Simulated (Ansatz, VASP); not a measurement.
# Co: VASP beside Ansatz

```
CELL_PARAMETERS angstrom
-1.34719 1.34719 1.34719
1.34719 -1.34719 1.34719
1.34719 1.34719 -1.34719
ATOMIC_POSITIONS crystal
Co 0.00000 0.00000 0.00000
```

Alike in both runs: task single point; functional PBE; k mesh 18 × 18 × 18; occupations fermi-dirac, width 0.05 eV; collinear spin.

```csv
,VASP,Ansatz
version,VASP 6.6.1,Ansatz 0.2.0
potentials or method,"VASP PAW PBE potentials, release 64 (Co), cutoff 520 eV","plane waves (420 eV) with PAW, scalar-relativistic"
valence electrons in the cell,9,17
```

|  | VASP | Ansatz | Ansatz less VASP |
| --- | --- | --- | --- |
| net moment per atom (μB) | 1.66 | 1.67 | +0.011 |
| size of the moment on the site where the two differ most (μB) | 1.66 | 1.72 | +0.063 |

Site moments also hang on the region over which each program counts them. VASP's potentials hold 9 valence electrons a cell and Ansatz's 17, so a difference there can come from the potentials and not from the codes.
